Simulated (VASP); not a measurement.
# CuI (F-43m) in VASP: a series of runs

CuI is run at these levels: PBEsol; tasks: elastic constants.

All numbers are computed with VASP 6.6.1; they aren't measurements. Logs are shortened: lines on timing, memory, paths and dates and some standing lists are left out, and cuts for length are marked.

**1. The cell of the first run**

The structure is cubic, space group F-43m (No. 216). Conventional cell: a = 5.732 Å, b = 5.732 Å, c = 5.732 Å, α = 90.00°, β = 90.00°, γ = 90.00°. Cu (site symmetry -43m) has 4 I at 2.48 Å within 3.3 Å. I (site symmetry -43m) has 4 Cu at 2.48 Å within 3.3 Å.

**2. Elastic constants, PBEsol**

INCAR reads:

```
PREC = Accurate ; ENCUT = 600
EDIFF = 1E-8 ; ISMEAR = 0
SIGMA = 0.01 ; LREAL = False
LASPH = True ; NELM = 80
ALGO = Normal ; ISIF = 3
LWAVE = False ; LCHARG = True
GGA = PS ; NBANDS = 16
IBRION = 6 ; NFREE = 2
POTIM = 0.015 ; NSW = 1
```

KPOINTS reads:

```
regular mesh
0
Gamma
  6 6 6
```

POSCAR reads:

```
CuI
1.0
    0.0000000000      2.8659756156      2.8659756156
    2.8659756156      0.0000000000      2.8659756156
    2.8659756156      2.8659756156      0.0000000000
Cu I
1 1
Direct
    0.7500000000      0.7500000000      0.7500000000
    0.0000000000      0.0000000000      0.0000000000
```

Potentials or basis: VASP PAW PBE potentials, release 64 (Cu, I).

Command:

```console
$ cat potpaw_PBE.64/Cu/POTCAR potpaw_PBE.64/I/POTCAR > POTCAR
$ mpirun -np 1 vasp_std > vasp.out
```

OUTCAR:

```text
PREC = Accurate
   ENCUT = 600
   EDIFF = 1E-8
   ISMEAR = 0
   LREAL = False
   LASPH = True
   NELM = 80
   ISIF = 3
   GGA = PS
   IBRION = 6
   NFREE = 2
   POTIM = 0.015
   NSW = 1

 ion  position               nearest neighbor table
   1  0.750  0.750  0.750-   2 2.48   2 2.48   2 2.48   2 2.48
   2  0.000  0.000  0.000-   1 2.48   1 2.48   1 2.48   1 2.48

  LATTYP: Found a face centered cubic cell.
 ALAT       =     5.7319512312

  Lattice vectors:

 A1 = (   0.0000000000,   2.8659756156,   2.8659756156)
 A2 = (   2.8659756156,   0.0000000000,   2.8659756156)
 A3 = (   2.8659756156,   2.8659756156,   0.0000000000)

Analysis of symmetry for initial positions (statically):
=====================================================================
 Subroutine PRICEL returns:
 Original cell was already a primitive cell.

 Routine SETGRP: Setting up the symmetry group for a
 face centered cubic supercell.

 Subroutine GETGRP returns: Found 24 space group operations
 (whereof 24 operations were pure point group operations)
 out of a pool of 48 trial point group operations.

The static configuration has the point symmetry T_d .

Analysis of symmetry for dynamics (positions and initial velocities):
=====================================================================
 Subroutine PRICEL returns:
 Original cell was already a primitive cell.

 Routine SETGRP: Setting up the symmetry group for a
 face centered cubic supercell.

 Subroutine GETGRP returns: Found 24 space group operations
 (whereof 24 operations were pure point group operations)
 out of a pool of 48 trial point group operations.

The dynamic configuration has the point symmetry T_d .

 Subroutine INISYM returns: Found 24 space group operations
 (whereof 24 operations are pure point group operations),
 and found     1 'primitive' translations

----------------------------------------------------------------------------------------

                                     Primitive cell

  volume of cell :      47.0812

  direct lattice vectors                    reciprocal lattice vectors
     0.000000000  2.865975616  2.865975616    -0.174460661  0.174460661  0.174460661
     2.865975616  0.000000000  2.865975616     0.174460661 -0.174460661  0.174460661
     2.865975616  2.865975616  0.000000000     0.174460661  0.174460661 -0.174460661

  length of vectors
     4.053101585  4.053101585  4.053101585     0.302174729  0.302174729  0.302174729

  position of ions in fractional coordinates (direct lattice)
     0.750000000  0.750000000  0.750000000
     0.000000000  0.000000000  0.000000000

  ion indices of the primitive-cell ions
   primitive index   ion index
                 1           1
                 2           2

----------------------------------------------------------------------------------------

 KPOINTS: regular mesh

Automatic generation of k-mesh.
 Grid dimensions read from file:
 generate k-points for:    6    6    6

 Generating k-lattice:

  Cartesian coordinates                     Fractional coordinates (reciprocal lattice)
    -0.029076777  0.029076777  0.029076777     0.166666667  0.000000000  0.000000000
     0.029076777 -0.029076777  0.029076777     0.000000000  0.166666667  0.000000000
     0.029076777  0.029076777 -0.029076777     0.000000000  0.000000000  0.166666667

  Length of vectors
     0.050362455  0.050362455  0.050362455

  Shift w.r.t. Gamma in fractional coordinates (k-lattice)
     0.000000000  0.000000000  0.000000000

[... 99 lines left out ...]
  in kB       71.3043037     71.3043037     71.3043037      0.0000000      0.0000000      0.0000000
  external PRESSURE =      71.3043037 kB  Pullay stress =       0.0000000 kB
[... 89 lines left out ...]
  FREE ENERGIE OF THE ION-ELECTRON SYSTEM (eV)
  ---------------------------------------------------
  free  energy   TOTEN  =        -6.1739862036 eV

  energy  without entropy=       -6.1739862036  energy(sigma->0) =       -6.17398620

 E-fermi :   6.6298     XC(G=0): -10.0054

 val. band max:        6.5070739317   @ k =   0.0000   0.0000   0.0000
 cond. band min:       8.0647685759   @ k =   0.0000   0.0000   0.0000
 fundamental gap:      1.5576946442
 Fermi energy:         6.6298395578

 k-point     1 :       0.0000    0.0000    0.0000
  band No.  band energies     occupation
      1      -8.6630      2.00000
      2       1.8682      2.00000
      3       1.8682      2.00000
      4       1.8853      2.00000
      5       3.6976      2.00000
      6       3.7169      2.00000
[... 433 lines left out ...]
      3       1.5061      2.00000
      4       1.9338      2.00000
      5       3.5643      2.00000
      6       3.7797      2.00000
[... 8 lines left out ...]
     15      18.2341      0.00000
     16      19.7837      0.00000

 [... further k-points ...]

[... ionic steps 4 to 14 ...]

--------------------------------------- Ionic step       15  -------------------------------------------

 number of electron      18.0000007 magnetization

------------------------ aborting loop because EDIFF is reached ----------------------------------------
[... 67 lines left out ...]
--------------------------------------- Ionic step       17  -------------------------------------------

 number of electron      18.0000011 magnetization

 Free energy of the ion-electron system (eV)
  ---------------------------------------------------
  ext. energy  EPLUGINS =         0.00000000
  ---------------------------------------------------
  free energy    TOTEN  =        -6.20796277 eV

  energy without entropy =       -6.20796277  energy(sigma->0) =       -6.20796277

 E-fermi :   6.3347     XC(G=0):  -9.9324

 val. band max:        6.2920192350   @ k =   0.0000   0.0000   0.0000
 cond. band min:       7.8149288093   @ k =   0.0000   0.0000   0.0000
 fundamental gap:      1.5229095744
 Fermi energy:         6.3347294787

 k-point     1 :       0.0000    0.0000    0.0000
  band No.  band energies     occupation
      1      -8.7574      2.00000
      2       1.7408      2.00000
      3       1.7643      2.00000
      4       1.7883      2.00000
      5       3.5933      2.00000
      6       3.5937      2.00000
[... 433 lines left out ...]
      3       1.4710      2.00000
      4       1.7979      2.00000
      5       3.5519      2.00000
      6       3.6330      2.00000
[... 8 lines left out ...]
     15      17.4724      0.00000
     16      17.6658      0.00000

 [... further k-points ...]

------------------------ aborting loop because EDIFF is reached ----------------------------------------

  FORCE on cell =-STRESS in cart. coord.  units (eV):
  Direction    XX          YY          ZZ          XY          YZ          ZX
  --------------------------------------------------------------------------------------
  -------------------------------------------------------------------------------------
  Total        2.1008081      2.1031689      2.1031689      0.0000000      0.1298095      0.0000000
  in kB       71.4906916     71.5710287     71.5710287      0.0000000      4.4174280      0.0000000
  external PRESSURE =      71.5442497 kB  Pullay stress =       0.0000000 kB
[... 17 lines left out ...]
  FREE ENERGIE OF THE ION-ELECTRON SYSTEM (eV)
  ---------------------------------------------------
  free  energy   TOTEN  =        -6.2079627743 eV

  energy  without entropy=       -6.2079627743  energy(sigma->0) =       -6.20796277

 INTERNAL STRAIN TENSORS FROM STRAINED CELLS
 ============================================

 INTERNAL STRAIN TENSOR FOR ION    1 for displacements in x,y,z  (eV/Angst):
          X           Y           Z          XY          YZ          ZX
  --------------------------------------------------------------------------------
  x    -0.00000    -0.00000    -0.00000     0.00000     8.66380     0.00000
  y     0.00000     0.00000    -0.00000    -0.00000    -0.00000     8.66390
  z     0.00000    -0.00000    -0.00000     8.66312    -0.00000    -0.00000

 INTERNAL STRAIN TENSORS FROM DISPLACED ATOMS
 ============================================

 INTERNAL STRAIN TENSOR FOR ION    1 for displacements in x,y,z  (eV/Angst):
          X           Y           Z          XY          YZ          ZX
  --------------------------------------------------------------------------------
  x     0.00000     0.00000     0.00000     0.00000     8.66415     0.00000
  y     0.00000     0.00000     0.00000     0.00000     0.00000     8.66415
  z     0.00000     0.00000     0.00000     8.66415     0.00000     0.00000

 INTERNAL STRAIN TENSOR FOR ION    2 for displacements in x,y,z  (eV/Angst):
          X           Y           Z          XY          YZ          ZX
  --------------------------------------------------------------------------------
  x     0.00000    -0.00000    -0.00000     0.00000    -8.65983     0.00000
  y     0.00000    -0.00000     0.00000     0.00000     0.00000    -8.65983
  z    -0.00000    -0.00000     0.00000    -8.65983     0.00000     0.00000

 Eigenvectors and eigenvalues of the dynamical matrix
 ----------------------------------------------------

   1 f  =    5.642143 THz    35.450627 2PiTHz  188.201618 cm-1    23.334016 meV
             X         Y         Z           dx          dy          dz
      4.298963  4.298963  4.298963     0.760816    0.297359    0.000000
      0.000000  0.000000  0.000000    -0.537256   -0.209982   -0.000000
[... 21 lines left out ...]
   6 f/i=    0.005543 THz     0.034828 2PiTHz    0.184896 cm-1     0.022924 meV
             X         Y         Z           dx          dy          dz
      4.298963  4.298963  4.298963     0.425799    0.365759   -0.132862
      0.000000  0.000000  0.000000     0.602980    0.517957   -0.188148

--------------------------------------------------------------------------------------------------------

 ELASTIC MODULI CONTR FROM IONIC RELAXATION (kBar)
 Direction    XX          YY          ZZ          XY          YZ          ZX
 --------------------------------------------------------------------------------
 XX          -0.0000     -0.0000      0.0000     -0.0000      0.0000      0.0000
 YY          -0.0000     -0.0000     -0.0000     -0.0000     -0.0000     -0.0000
 ZZ           0.0000     -0.0000     -0.0000      0.0000     -0.0000      0.0000
 XY          -0.0000     -0.0000      0.0000   -463.2652      0.0000      0.0000
 YZ           0.0000     -0.0000     -0.0000      0.0000   -463.2652      0.0000
 ZX           0.0000     -0.0000      0.0000      0.0000      0.0000   -463.2652
 --------------------------------------------------------------------------------

 TOTAL ELASTIC MODULI (kBar)
 Direction    XX          YY          ZZ          XY          YZ          ZX
 --------------------------------------------------------------------------------
 XX         861.0332    713.3856    713.3856     -0.0000      0.0000      0.0000
 YY         713.3856    861.0332    713.3856     -0.0000     -0.0000     -0.0000
 ZZ         713.3856    713.3856    861.0332      0.0000     -0.0000      0.0000
 XY          -0.0000     -0.0000      0.0000    209.9114      0.0000      0.0000
 YZ           0.0000     -0.0000     -0.0000      0.0000    209.9114      0.0000
 ZX           0.0000     -0.0000      0.0000      0.0000      0.0000    209.9114
 --------------------------------------------------------------------------------
```

It took 5.2 min on 1 thread of AMD EPYC 9R45 (Zen 5), shared host; peak memory 0.23 GiB.

Results:

```yaml
Elastic_constants_C11_C12_C44: 86, 71, 21 GPa
Voigt_bulk_modulus: 76 GPa
Highest_phonon_frequency_at_Γ_LO-TO_splitting_left_out: 188 cm⁻¹
```

Phonon frequencies in cm⁻¹ (negative: imaginary):
```csv
q point,frequencies
"(0.000, 0.000, 0.000)",0 0 0 188 188 188
```

Elastic tensor in Voigt notation (GPa, in the Cartesian axes of the cell as first typed):
```
86 71 71  0  0  0
71 86 71  0  0  0
71 71 86  0  0  0
 0  0  0 21  0  0
 0  0  0  0 21  0
 0  0  0  0  0 21
```

Clamped-ion elastic tensor (GPa):
```
86 71 71  0  0  0
71 86 71  0  0  0
71 71 86  0  0  0
 0  0  0 67  0  0
 0  0  0  0 67  0
 0  0  0  0  0 67
```

Caveat: the cell is under stress, which shifts elastic constants; the PAW data sets were made with another functional, which shifts forces and pressure a little; spin-orbit coupling is left out, which moves the levels of the heavy elements.

**3. Elastic constants, PBEsol**

This run uses another cell than the first one, of 24.48 Å³/atom.

INCAR reads:

```
SYSTEM = CuI
PREC     = Accurate       ! precision mode
ENCUT    = 600            ! plane-wave cutoff, eV
EDIFF    = 1E-8           ! SCF threshold, eV
ISMEAR   = 0              ! smearing method
SIGMA    = 0.01           ! smearing width, eV
LREAL    = .FALSE.        ! projectors in reciprocal space
LASPH    = .TRUE.         ! aspherical terms in the spheres
NELM     = 100            ! most SCF steps
ALGO     = Normal         ! electronic algorithm
ISIF     = 3              ! what is computed and relaxed
LWAVE    = .FALSE.        ! write WAVECAR
LCHARG   = .TRUE.         ! write CHGCAR
GGA      = PS             ! functional
NBANDS   = 16             ! bands
IBRION   = 6              ! ionic algorithm
NFREE    = 2            
POTIM    = 0.015          ! step
NSW      = 1              ! ionic steps
```

KPOINTS reads:

```
regular mesh
0
G
  6 6 6
  0 0 0
```

POSCAR reads:

```
CuI
1.0
    0.0000000000      2.9036392044      2.9036392044
    2.9036392044      0.0000000000      2.9036392044
    2.9036392044      2.9036392044      0.0000000000
Cu I
1 1
Direct
    0.7500000000      0.7500000000      0.7500000000
    0.0000000000      0.0000000000      0.0000000000
```

Potentials or basis: VASP PAW PBE potentials, release 64 (Cu, I).

Command:

```console
$ cat potpaw_PBE.64/Cu/POTCAR potpaw_PBE.64/I/POTCAR > POTCAR
$ mpirun -np 1 vasp_std > vasp.out
```

OUTCAR:

```text
SYSTEM = CuI
   PREC = Accurate
   ENCUT = 600
   EDIFF = 1E-8
   ISMEAR = 0
   LREAL = .FALSE.
   LASPH = .TRUE.
   NELM = 100
   ISIF = 3
   GGA = PS
   IBRION = 6
   NFREE = 2
   POTIM = 0.015
   NSW = 1

 ion  position               nearest neighbor table
   1  0.750  0.750  0.750-   2 2.51   2 2.51   2 2.51   2 2.51
   2  0.000  0.000  0.000-   1 2.51   1 2.51   1 2.51   1 2.51

  LATTYP: Found a face centered cubic cell.
 ALAT       =     5.8072784088

  Lattice vectors:

 A1 = (   0.0000000000,   2.9036392044,   2.9036392044)
 A2 = (   2.9036392044,   0.0000000000,   2.9036392044)
 A3 = (   2.9036392044,   2.9036392044,   0.0000000000)

Analysis of symmetry for initial positions (statically):
=====================================================================
 Subroutine PRICEL returns:
 Original cell was already a primitive cell.

 Routine SETGRP: Setting up the symmetry group for a
 face centered cubic supercell.

 Subroutine GETGRP returns: Found 24 space group operations
 (whereof 24 operations were pure point group operations)
 out of a pool of 48 trial point group operations.

The static configuration has the point symmetry T_d .

Analysis of symmetry for dynamics (positions and initial velocities):
[... 814 lines left out ...]
  -------------------------------------------------------------------------------------
  Total        1.2710331      1.2729438      1.2729438      0.0000000      0.1048700      0.0000000
  in kB       41.5919712     41.6544952     41.6544952      0.0000000      3.4316560      0.0000000
  external PRESSURE =      41.6336539 kB  Pullay stress =       0.0000000 kB
[... 17 lines left out ...]
  FREE ENERGIE OF THE ION-ELECTRON SYSTEM (eV)
  ---------------------------------------------------
  free  energy   TOTEN  =        -6.2738535374 eV

  energy  without entropy=       -6.2738535374  energy(sigma->0) =       -6.27385354

 INTERNAL STRAIN TENSORS FROM STRAINED CELLS
 ============================================

 INTERNAL STRAIN TENSOR FOR ION    1 for displacements in x,y,z  (eV/Angst):
          X           Y           Z          XY          YZ          ZX
  --------------------------------------------------------------------------------
  x    -0.00000    -0.00000     0.00000     0.00000     6.98557    -0.00000
  y    -0.00000     0.00000     0.00000     0.00000     0.00000     6.98568
  z    -0.00000    -0.00000    -0.00000     6.98484    -0.00000    -0.00000

 INTERNAL STRAIN TENSORS FROM DISPLACED ATOMS
 ============================================

 INTERNAL STRAIN TENSOR FOR ION    1 for displacements in x,y,z  (eV/Angst):
          X           Y           Z          XY          YZ          ZX
  --------------------------------------------------------------------------------
  x     0.00000    -0.00000    -0.00000     0.00000     7.00071     0.00000
  y    -0.00000     0.00000    -0.00000     0.00000     0.00000     7.00071
  z    -0.00000    -0.00000     0.00000     7.00071     0.00000     0.00000

 INTERNAL STRAIN TENSOR FOR ION    2 for displacements in x,y,z  (eV/Angst):
          X           Y           Z          XY          YZ          ZX
  --------------------------------------------------------------------------------
  x    -0.00000    -0.00000    -0.00000     0.00000    -6.99967     0.00000
  y    -0.00000     0.00000    -0.00000     0.00000     0.00000    -6.99967
  z    -0.00000    -0.00000    -0.00000    -6.99967     0.00000     0.00000

 Eigenvectors and eigenvalues of the dynamical matrix
 ----------------------------------------------------

   1 f  =    5.159246 THz    32.416500 2PiTHz  172.093928 cm-1    21.336918 meV
             X         Y         Z           dx          dy          dz
      4.355459  4.355459  4.355459     0.816968   -0.000000    0.000000
      0.000000  0.000000  0.000000    -0.576683    0.000000    0.000000
[... 21 lines left out ...]
   6 f/i=    0.006014 THz     0.037788 2PiTHz    0.200612 cm-1     0.024873 meV
             X         Y         Z           dx          dy          dz
      4.355459  4.355459  4.355459     0.116360   -0.505595    0.251788
      0.000000  0.000000  0.000000     0.164843   -0.716260    0.356700

--------------------------------------------------------------------------------------------------------

 ELASTIC MODULI CONTR FROM IONIC RELAXATION (kBar)
 Direction    XX          YY          ZZ          XY          YZ          ZX
 --------------------------------------------------------------------------------
 XX          -0.0000     -0.0000     -0.0000     -0.0000     -0.0000     -0.0000
 YY          -0.0000     -0.0000     -0.0000     -0.0000     -0.0000      0.0000
 ZZ          -0.0000     -0.0000     -0.0000     -0.0000     -0.0000     -0.0000
 XY          -0.0000     -0.0000     -0.0000   -347.9970     -0.0000     -0.0000
 YZ          -0.0000     -0.0000     -0.0000     -0.0000   -347.9970     -0.0000
 ZX          -0.0000      0.0000     -0.0000     -0.0000     -0.0000   -347.9970
 --------------------------------------------------------------------------------

 TOTAL ELASTIC MODULI (kBar)
 Direction    XX          YY          ZZ          XY          YZ          ZX
 --------------------------------------------------------------------------------
 XX         765.8114    598.9346    598.9346     -0.0000     -0.0000     -0.0000
 YY         598.9346    765.8114    598.9346     -0.0000     -0.0000      0.0000
 ZZ         598.9346    598.9346    765.8114     -0.0000     -0.0000     -0.0000
 XY          -0.0000     -0.0000     -0.0000    225.7991     -0.0000     -0.0000
 YZ          -0.0000     -0.0000     -0.0000     -0.0000    225.7991     -0.0000
 ZX          -0.0000      0.0000     -0.0000     -0.0000     -0.0000    225.7991
 --------------------------------------------------------------------------------
```

It took 7.9 min on 1 thread of AMD EPYC 9R45 (Zen 5), shared host; peak memory 0.25 GiB.

Results:

- Elastic constants C11, C12, C44: 77, 60, 23 GPa
- Voigt bulk modulus: 65 GPa
- Highest phonon frequency at Γ, LO-TO splitting left out: 172 cm⁻¹

Phonon frequencies in cm⁻¹ (negative: imaginary):
```tsv
q point	frequencies
(0.000, 0.000, 0.000)	0 0 0 172 172 172
```

Elastic tensor in Voigt notation (GPa, in the Cartesian axes of the cell as first typed):
```
77 60 60  0  0  0
60 77 60  0  0  0
60 60 77  0  0  0
 0  0  0 23  0  0
 0  0  0  0 23  0
 0  0  0  0  0 23
```

Clamped-ion elastic tensor (GPa):
```
77 60 60  0  0  0
60 77 60  0  0  0
60 60 77  0  0  0
 0  0  0 57  0  0
 0  0  0  0 57  0
 0  0  0  0  0 57
```

Caveat: the cell is under stress, which shifts elastic constants; the PAW data sets were made with another functional, which shifts forces and pressure a little; spin-orbit coupling is left out, which moves the levels of the heavy elements.

(Part 1 of 2 ends here.)
